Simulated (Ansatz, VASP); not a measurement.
KBr in VASP and in Ansatz

The input INCAR:

```
PREC = Accurate ; ENCUT = 500
EDIFF = 1E-6 ; ISMEAR = 0
SIGMA = 0.01 ; LREAL = F
LASPH = T ; NELM = 120
ALGO = Normal ; ISIF = 2
LWAVE = F ; LCHARG = F
GGA = CA ; NBANDS = 15
GGA_COMPAT = F
```

KPOINTS

```
regular mesh
0
Gamma
  5 5 5
```

File POSCAR:

```
KBr
1.0
    0.0000000000      3.3000000000      3.3000000000
    3.3000000000      0.0000000000      3.3000000000
    3.3000000000      3.3000000000      0.0000000000
K Br
1 1
Direct
    0.0000000000      0.0000000000      0.0000000000
    0.5000000000      0.5000000000      0.5000000000
```

Input for Ansatz:

```yaml
crystal:
  lattice:
    - [0.0, 3.3, 3.3]
    - [3.3, 0.0, 3.3]
    - [3.3, 3.3, 0.0]
  atoms:
    - { symbol: K, position: [0.0, 0.0, 0.0] }
    - { symbol: Br, position: [0.5, 0.5, 0.5] }
kpoints:
  mp_grid:
    grid: [5, 5, 5]
hamiltonian:
  xc: lda
scf:
  convergence:
    dr2_threshold: 1.0e-08
  occupations:
    method: fixed
output:
  forces: true
  stress: true
```

Alike in both runs: task single point; functional LDA; k mesh 5 × 5 × 5; no spin polarisation.

|  | VASP | Ansatz |
| --- | --- | --- |
| version | VASP 6.6.1 | Ansatz 0.2.0 |
| potentials or method | VASP PAW LDA potentials, release 64 (K_sv, Br) | plane waves, PAW |
| plane-wave cutoff (eV) | 500 | 420 |
| occupations | gaussian, width 0.01 eV | fixed |
| valence electrons in the cell | 16 | 16 |

|  | VASP | Ansatz | Ansatz less VASP |
| --- | --- | --- | --- |
| pressure (GPa) | -1.6 | -1.6 | -0.04 |

LDA's correlation is that of Perdew and Zunger in VASP and of Perdew and Wang (1992) in Ansatz. Ansatz's warnings: stress scf threshold loose.
